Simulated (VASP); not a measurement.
Here is a VASP 6.6.1 calculation.

Contents of INCAR:

```
PREC = Accurate ; ENCUT = 500
EDIFF = 1E-6 ; ISMEAR = -1
SIGMA = 0.05 ; LREAL = F
LASPH = T ; NELM = 120
ALGO = Normal ; ISIF = 2
LWAVE = F ; LCHARG = T
GGA = PE ; LELF = T
LVHAR = T ; NBANDS = 14
GGA_COMPAT = F
```

Contents of KPOINTS:

```
Automatic mesh
0
Gamma
  9 9 6
```

File POSCAR:

```
IrS
1.0
    3.5128099106      0.0000000000      0.0000000000
   -1.7564049503      3.0421826188      0.0000000000
    0.0000000000      0.0000000000      4.3744675953
Ir S
1 1
Direct
    0.0000000000      0.0000000000      0.5000000000
    0.6666666700      0.3333333300      0.0000000000
```

Potentials or basis: VASP PAW PBE potentials, release 64 (Ir, S).

Run with:

```console
$ cat potpaw_PBE.64/Ir/POTCAR potpaw_PBE.64/S/POTCAR > POTCAR
$ mpirun -np 1 vasp_std > vasp.out
```

Question: Predict the band gap on the k mesh.

Answer: Zero (an odd number of electrons rules out a gap without spin polarisation).

Question: Estimate the pressure.

Answer: -27.4 GPa.

Stress tensor (GPa, compression positive):
```
-23.86   0.00   0.00
  0.00 -23.86   0.00
  0.00   0.00 -34.56
```

Caveat: the stress differs along the axes, from -35 to -24 GPa; spin-orbit coupling is left out, which moves the levels of the heavy elements; an odd number of electrons without spin polarisation forces a metal; a magnetic or distorted state may lie lower.
